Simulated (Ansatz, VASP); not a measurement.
This is a calculation of FeO for VASP 6.6.1.

INCAR

```
SYSTEM = FeO
PREC = Accurate
ENCUT = 600
EDIFF = 1E-6
ISMEAR = -1
SIGMA = 0.05
LREAL = .FALSE.
LASPH = .TRUE.
NELM = 200
ALGO = Normal
ISIF = 2
LWAVE = .FALSE.
LCHARG = .TRUE.
ISPIN = 2
MAGMOM = 0.8 0
LORBIT = 11
NUPDOWN = 0.8
LMAXMIX = 4
GGA = PS
LELF = .TRUE.
LVHAR = .TRUE.
NBANDS = 22
GGA_COMPAT = .FALSE.
```

File KPOINTS:

```
Automatic mesh
0
G
  9 9 9
  0 0 0
```

The input POSCAR:

```
FeO
1.0
    0.0000000000      2.1554000000      2.1554000000
    2.1554000000      0.0000000000      2.1554000000
    2.1554000000      2.1554000000      0.0000000000
Fe O
1 1
Direct
    0.0000000000      0.0000000000      0.0000000000
    0.5000000000      0.5000000000      0.5000000000
```

Potentials or basis: VASP PAW PBE potentials, release 64 (Fe_sv, O).

Launch:

```bash
$ cat potpaw_PBE.64/Fe_sv/POTCAR potpaw_PBE.64/O/POTCAR > POTCAR
$ mpirun -np 1 vasp_std > vasp.out
```

Problem. Translate it to Ansatz 0.2.0. Potentials there: Ansatz PAW.

Solution. As run (the cutoff follows the program's own potentials):

File input.yaml:

```yaml
crystal:
  lattice:
    - [0.0, 2.1554, 2.1554]
    - [2.1554, 0.0, 2.1554]
    - [2.1554, 2.1554, 0.0]
  atoms:
    - { symbol: Fe, position: [0.0, 0.0, 0.0], spin: 0.8 }
    - { symbol: O, position: [0.5, 0.5, 0.5] }
hamiltonian:
  xc: pbesol
  pseudopotentials: { kind: paw }
magnetization:
  spin_polarized: true
  initial_magnetization: 0.8
  spin_locking: { lock_magnetization: hard }
kpoints:
  mp_grid: { grid: [9, 9, 9] }
scf:
  occupations: { method: fermi_dirac, width: 0.05 }
  lower_state_search: "off"
output:
  forces: true
  stress: true
  eigenvalues: true
```

Potentials or basis: Ansatz PAW.

Run with:

```sh
$ ansatz run input.yaml --threads 2 --pin off --max-ram 5632MiB --backend cpu --events-out ev --progress --plain --runs-dir out
```

Both were run:

|  | VASP | Ansatz | Ansatz less VASP |
| --- | --- | --- | --- |
| net moment per atom (μB) | 0.40 | 0.40 | 0.000 |
| size of the moment on the site where the two differ most (μB) | 0.76 | 0.75 | -0.006 |

VASP's potentials were made for PBE, not for PBEsol. Site moments also hang on the region over which each program counts them. The functional is the same, so the differences come from potentials, cutoffs and numerics.
